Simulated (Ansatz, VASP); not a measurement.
**BP: VASP beside Ansatz**

INCAR

```
ALGO = Normal
EDIFF = 1E-6
ENCUT = 500
GGA_COMPAT = F
ISIF = 2
ISMEAR = 0
LASPH = T
LCHARG = F
LREAL = F
LWAVE = F
NBANDS = 11
NELM = 120
PREC = Accurate
SIGMA = 0.05
```

The input KPOINTS:

```
k-points
0
Gamma
  12 12 12
```

POSCAR

```
BP
1.0
    0.0000000000      1.9939622563      1.9939622563
    1.9939622563      0.0000000000      1.9939622563
    1.9939622563      1.9939622563      0.0000000000
B P
1 1
Direct
    0.0000000000      0.0000000000      0.0000000000
    0.2500000000      0.2500000000      0.2500000000
```

Input for Ansatz:

```yaml
crystal:
  lattice:
    - [0.0, 1.9939622563, 1.9939622563]
    - [1.9939622563, 0.0, 1.9939622563]
    - [1.9939622563, 1.9939622563, 0.0]
  atoms:
    - { symbol: B, position: [0.0, 0.0, 0.0] }
    - { symbol: P, position: [0.25, 0.25, 0.25] }
scf:
  occupations: { method: gaussian, width: 0.05 }
output:
  forces: true
  stress: true
  eigenvalues: true
hamiltonian:
  xc: lda
basis:
  ecutwfc: 560
kpoints:
  mp_grid: { grid: [12, 12, 12] }
```

Alike in both runs: task single point; functional LDA; k mesh 12 × 12 × 12; occupations gaussian, width 0.05 eV; no spin polarisation.

|  | VASP | Ansatz |
| --- | --- | --- |
| version | VASP 6.6.1 | Ansatz 0.2.0 |
| potentials or method | VASP PAW LDA potentials, release 64 (B, P), cutoff 500 eV | scalar-relativistic, plane waves, PAW |
| valence electrons in the cell | 8 | 8 |

|  | VASP | Ansatz | Ansatz less VASP |
| --- | --- | --- | --- |
| gap on the k mesh at the Fermi level (eV) | 0.52 | 0.53 | +0.005 |
| least direct gap on the mesh (eV) | 4.40 | 4.40 | -0.005 |

LDA's correlation is that of Perdew and Zunger in VASP and of Perdew and Wang (1992) in Ansatz.
